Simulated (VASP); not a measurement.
# KF (Fm-3m) in VASP: single point with PBE

Aim: the single point of KF with PBE.

All numbers are computed with VASP 6.6.1; they aren't measurements. Logs are shortened: lines on timing, memory, paths and dates and some standing lists are left out, and cuts for length are marked.

## (1) The cell of the first run

Symmetry: Fm-3m, No. 225, cubic system. Conventional cell: a = 5.318 Å, b = 5.318 Å, c = 5.318 Å, α = 90.00°, β = 90.00°, γ = 90.00°. Within 3.5 Å of K (site symmetry m-3m) lie 6 F at 2.66 Å. Within 3.5 Å of F (site symmetry m-3m) lie 6 K at 2.66 Å.

## (2) Single point, PBE

File INCAR:

```
ALGO = Normal
EDIFF = 1E-6
ENCUT = 520
GGA = PE
ISIF = 2
ISMEAR = 0
LASPH = T
LCHARG = F
LREAL = F
LWAVE = F
NBANDS = 15
NELM = 60
PREC = Accurate
SIGMA = 0.01
```

File KPOINTS:

```
k-points
0
Gamma
  8 8 8
```

File POSCAR:

```
KF
1.0
    0.0000000000      2.6589605554      2.6589605554
    2.6589605554      0.0000000000      2.6589605554
    2.6589605554      2.6589605554      0.0000000000
K F
1 1
Direct
    0.0000000000      0.0000000000      0.0000000000
    0.5000000000      0.5000000000      0.5000000000
```

Potentials or basis: VASP PAW PBE potentials, release 64 (K_sv, F).

Launch:

```console
$ cat potpaw_PBE.64/K_sv/POTCAR potpaw_PBE.64/F/POTCAR > POTCAR
$ mpirun -np 1 vasp_std > vasp.out
```

OUTCAR:

```text
EDIFF = 1E-6
   ENCUT = 520
   GGA = PE
   ISIF = 2
   ISMEAR = 0
   LASPH = T
   LREAL = F
   NELM = 60
   PREC = Accurate

 ion  position               nearest neighbor table
   1  0.000  0.000  0.000-   2 2.66   2 2.66   2 2.66   2 2.66   2 2.66   2 2.66
   2  0.500  0.500  0.500-   1 2.66   1 2.66   1 2.66   1 2.66   1 2.66   1 2.66

  LATTYP: Found a face centered cubic cell.
 ALAT       =     5.3179211108

  Lattice vectors:

 A1 = (   0.0000000000,   2.6589605554,   2.6589605554)
 A2 = (   2.6589605554,   0.0000000000,   2.6589605554)
 A3 = (   2.6589605554,   2.6589605554,   0.0000000000)

Analysis of symmetry for initial positions (statically):
=====================================================================
 Subroutine PRICEL returns:
 Original cell was already a primitive cell.

 Routine SETGRP: Setting up the symmetry group for a
 face centered cubic supercell.

 Subroutine GETGRP returns: Found 48 space group operations
 (whereof 48 operations were pure point group operations)
 out of a pool of 48 trial point group operations.

The static configuration has the point symmetry O_h .

Analysis of symmetry for dynamics (positions and initial velocities):
=====================================================================
 Subroutine PRICEL returns:
 Original cell was already a primitive cell.

 Routine SETGRP: Setting up the symmetry group for a
 face centered cubic supercell.

 Subroutine GETGRP returns: Found 48 space group operations
 (whereof 48 operations were pure point group operations)
 out of a pool of 48 trial point group operations.

The dynamic configuration has the point symmetry O_h .

 Subroutine INISYM returns: Found 48 space group operations
 (whereof 48 operations are pure point group operations),
 and found     1 'primitive' translations

----------------------------------------------------------------------------------------

                                     Primitive cell

  volume of cell :      37.5981

  direct lattice vectors                    reciprocal lattice vectors
     0.000000000  2.658960555  2.658960555    -0.188043406  0.188043406  0.188043406
     2.658960555  0.000000000  2.658960555     0.188043406 -0.188043406  0.188043406
     2.658960555  2.658960555  0.000000000     0.188043406  0.188043406 -0.188043406

  length of vectors
     3.760338079  3.760338079  3.760338079     0.325700734  0.325700734  0.325700734

  position of ions in fractional coordinates (direct lattice)
     0.000000000  0.000000000  0.000000000
     0.500000000  0.500000000  0.500000000

  ion indices of the primitive-cell ions
   primitive index   ion index
                 1           1
                 2           2

----------------------------------------------------------------------------------------

 KPOINTS: k-points

Automatic generation of k-mesh.
 Grid dimensions read from file:
 generate k-points for:    8    8    8

 Generating k-lattice:

  Cartesian coordinates                     Fractional coordinates (reciprocal lattice)
    -0.023505426  0.023505426  0.023505426     0.125000000  0.000000000  0.000000000
     0.023505426 -0.023505426  0.023505426     0.000000000  0.125000000  0.000000000
     0.023505426  0.023505426 -0.023505426     0.000000000  0.000000000  0.125000000

  Length of vectors
     0.040712592  0.040712592  0.040712592

  Shift w.r.t. Gamma in fractional coordinates (k-lattice)
     0.000000000  0.000000000  0.000000000

 Subroutine IBZKPT returns following result:
 ===========================================

 Found     29 irreducible k-points:

 Following reciprocal coordinates:
            Coordinates               Weight
  0.000000  0.000000  0.000000      1.000000
  0.125000  0.000000  0.000000      8.000000
  0.250000  0.000000  0.000000      8.000000
  0.375000  0.000000  0.000000      8.000000
  0.500000  0.000000  0.000000      4.000000
  0.125000  0.125000  0.000000      6.000000
[... 16 lines left out ...]
  0.500000  0.250000  0.125000     48.000000
 -0.375000  0.250000  0.125000     24.000000
 [... further k-points ...]
   k-points           NKPTS =     29   k-points in BZ     NKDIM =     29   number of bands    NBANDS=     15
   number of dos      NEDOS =    301   number of ions     NIONS =      2
   total plane-waves  NPLWV =  21952
   dimension x,y,z NGX =    28 NGY =   28 NGZ =   28
   dimension x,y,z NGXF=    56 NGYF=   56 NGZF=   56
   ions per type =               1   1
   NGX,Y,Z   is equivalent  to a cutoff of  12.38, 12.38, 12.38 a.u.
   NGXF,Y,Z  is equivalent  to a cutoff of  24.76, 24.76, 24.76 a.u.
 SYSTEM =  unknown system
   PREC   = accura    normal or accurate (medium, high low for compatibility)
   ISTART =      0    job   : 0-new  1-cont  2-samecut
   ICHARG =      2    charge: 1-file 2-atom 10-const
   ISPIN  =      1    spin polarized calculation?
   LNONCOLLINEAR =      F non collinear calculations
   LSORBIT =      F    spin-orbit coupling
   LASPH  =      T    aspherical Exc in radial PAW
   ENCUT  =  520.0 eV  38.22 Ry    6.18 a.u.   6.99  6.99  6.99*2*pi/ulx,y,z
   NELM   =     60;   NELMIN=  2; NELMDL= -5     # of ELM steps
   EDIFF  = 0.1E-05   stopping-criterion for ELM
   LREAL  =      F    real-space projection
   EDIFFG = 0.1E-04   stopping-criterion for IOM
   NSW    =      0    number of steps for IOM
   IBRION =     -1    ionic relax: 0-MD 1-quasi-New 2-CG
   NFREE  =      0    steps in history (QN), initial steepest desc. (CG)
   ISIF   =      2    stress and relaxation
   ISYM   =      2    0-nonsym 1-usesym 2-fastsym
   POTIM  = 0.5000    time-step for ionic-motion
   TEBEG  =    0.0;   TEEND  =   0.0 temperature during run
   PSTRESS=    0.0 pullay stress
   NELECT =      16.0000    total number of electrons
   NUPDOWN=      -1.0000    fix difference up-down
   EMIN   =  10.00;   EMAX   =-10.00  energy-range for DOS
   EFERMI =   0.00;   METHOD = LEGACY
   ISMEAR =     0;   SIGMA  =   0.01  broadening in eV -4-tet -1-fermi 0-gaus
   EFERMI_NEDOS =   21; number of points for ismear=-14 and -15
   IALGO  =     38    algorithm
   IMIX   =      4    mixing-type and parameters
     AMIX     =   0.40;   BMIX     =  1.00
     AMIX_MAG =   1.60;   BMIX_MAG =  1.00
  volume/ion in A,a.u.               =      18.80       126.86
  Fermi-wavevector in a.u.,A,eV,Ry     =   1.231382  2.326975 20.630549  1.516303
  Thomas-Fermi vector in A             =   2.366194
   LORBIT       =      0    0 simple, 1 ext, 2 COOP (PROOUT), +10 PAW based schemes
   GGA     = PE    functional components
   LHFCALC =     F    Hartree Fock is set to
   AEXX    =    0.0000 exact exchange contribution
   IVDW    =     0    specifies the selected vdW correction
   LEPSILON=     F    determine dielectric tensor
   LRPA    =     F    only Hartree local field effects (RPA)
 non-spin polarized calculation
 Gauss-broadening in eV      SIGMA  =   0.01
  energy-cutoff  :      520.00
  volume of cell :       37.60
 maximum number of plane-waves:      1036
   NGX = 13   NGY = 13   NGZ = 13

 number of electron      16.0000010 magnetization

 Free energy of the ion-electron system (eV)
  ---------------------------------------------------
  ext. energy  EPLUGINS =         0.00000000
  ---------------------------------------------------
  free energy    TOTEN  =        -8.28359285 eV

  energy without entropy =       -8.28359285  energy(sigma->0) =       -8.28359285

 E-fermi :  -2.6293     XC(G=0):  -8.4698

 val. band max:       -2.7652266523   @ k =   0.0000   0.0000   0.0000
 cond. band min:       3.4770618221   @ k =   0.0000   0.0000   0.0000
 fundamental gap:      6.2422884744
 Fermi energy:        -2.6293309492

 k-point     1 :       0.0000    0.0000    0.0000
  band No.  band energies     occupation
      1     -28.8629      2.00000
      2     -21.4291      2.00000
      3     -12.1025      2.00000
      4     -12.1025      2.00000
      5     -12.1025      2.00000
      6      -2.7652      2.00000
      7      -2.7652      2.00000
      8      -2.7652      2.00000
      9       3.4771      0.00000
     10       7.9543      0.00000
     11       7.9543      0.00000
     12       7.9543      0.00000
     13       9.6455      0.00000
     14       9.6455      0.00000
     15      14.2708      0.00000

 k-point     2 :       0.1250    0.0000    0.0000
  band No.  band energies     occupation
      1     -28.8482      2.00000
      2     -21.4432      2.00000
      3     -12.1446      2.00000
      4     -12.1081      2.00000
      5     -12.1081      2.00000
      6      -2.9082      2.00000
      7      -2.8198      2.00000
      8      -2.8198      2.00000
      9       3.9155      0.00000
     10       7.7065      0.00000
     11       8.1673      0.00000
     12       8.1673      0.00000
     13       9.7938      0.00000
     14       9.7938      0.00000
     15      15.0295      0.00000

 k-point     3 :       0.2500    0.0000    0.0000
  band No.  band energies     occupation
      1     -28.8125      2.00000
      2     -21.4767      2.00000
      3     -12.2451      2.00000
      4     -12.1214      2.00000
      5     -12.1214      2.00000
      6      -3.2113      2.00000
      7      -2.9485      2.00000
      8      -2.9485      2.00000
      9       5.0049      0.00000
     10       7.3709      0.00000
     11       8.6949      0.00000
     12       8.6949      0.00000
     13      10.2520      0.00000
     14      10.2520      0.00000
     15      16.0401      0.00000
[... 343 lines left out ...]
 k-point    23 :       0.5000    0.2500    0.1250
  band No.  band energies     occupation
      1     -28.7604      2.00000
      2     -21.4949      2.00000
      3     -12.3890      2.00000
      4     -12.3109      2.00000
      5     -12.1695      2.00000
      6      -3.3382      2.00000
      7      -3.0720      2.00000
      8      -2.9256      2.00000
      9       6.5225      0.00000
     10       6.9489      0.00000
     11       9.0555      0.00000
     12       9.8747      0.00000
     13      10.8283      0.00000
     14      11.8036      0.00000
     15      13.6211      0.00000

 k-point    24 :      -0.3750    0.2500    0.1250
  band No.  band energies     occupation
      1     -28.7489      2.00000
      2     -21.5004      2.00000
      3     -12.4350      2.00000
      4     -12.3283      2.00000
      5     -12.1774      2.00000
      6      -3.3448      2.00000
      7      -3.0505      2.00000
      8      -3.0244      2.00000
      9       6.6915      0.00000
     10       7.3983      0.00000
     11       8.9938      0.00000
     12      10.0306      0.00000
     13      11.3038      0.00000
     14      12.3775      0.00000
     15      12.6571      0.00000

 [... further k-points ...]

------------------------ aborting loop because EDIFF is reached ----------------------------------------

  FORCE on cell =-STRESS in cart. coord.  units (eV):
  Direction    XX          YY          ZZ          XY          YZ          ZX
  --------------------------------------------------------------------------------------
  -------------------------------------------------------------------------------------
  Total        0.4612098      0.4612098      0.4612098      0.0000000      0.0000000     -0.0000000
  in kB       19.6536616     19.6536616     19.6536616      0.0000000      0.0000000     -0.0000000
  external PRESSURE =      19.6536616 kB  Pullay stress =       0.0000000 kB

 VOLUME and BASIS-vectors are now :
 -----------------------------------------------------------------------------
  energy-cutoff  :      520.00
  volume of cell :       37.60
      direct lattice vectors                 reciprocal lattice vectors
     0.000000000  2.658960555  2.658960555    -0.188043406  0.188043406  0.188043406
     2.658960555  0.000000000  2.658960555     0.188043406 -0.188043406  0.188043406
     2.658960555  2.658960555  0.000000000     0.188043406  0.188043406 -0.188043406

 POSITION                                       TOTAL-FORCE (eV/Angst)
 -----------------------------------------------------------------------------------
      0.00000      0.00000      0.00000        -0.000000     -0.000000     -0.000000
      2.65896      2.65896      2.65896         0.000000      0.000000      0.000000
 -----------------------------------------------------------------------------------
    total drift:                                0.000000      0.000000      0.000000

  FREE ENERGIE OF THE ION-ELECTRON SYSTEM (eV)
  ---------------------------------------------------
  free  energy   TOTEN  =        -8.2835928469 eV

  energy  without entropy=       -8.2835928469  energy(sigma->0) =       -8.28359285
```

Run time: 7.6 s. Hardware: 1 thread of Intel Xeon 6975P-C (Granite Rapids), shared host; peak memory 0.15 GiB.

Results:

* Free energy: -8.2836 eV
* Pressure: 2.0 GPa
* Band gap on the k mesh: 6.24 eV, direct

Levels at points of the mesh, in eV from the valence-band top:
```tsv
k point	band 4	band 5	band 6	band 7	band 8	band 9	band 10	band 11	band 12	band 13
(0.00, 0.00, 0.00)	-9.34	-9.34	0.00	0.00	0.00	6.24	10.72	10.72	10.72	12.41
(0.50, 0.00, 0.00)	-9.37	-9.37	-0.81	-0.36	-0.36	9.13	10.71	12.14	12.14	14.40
(0.50, 0.50, 0.00)	-9.56	-9.56	-0.21	-0.05	-0.05	8.21	10.38	11.93	13.69	14.32
```
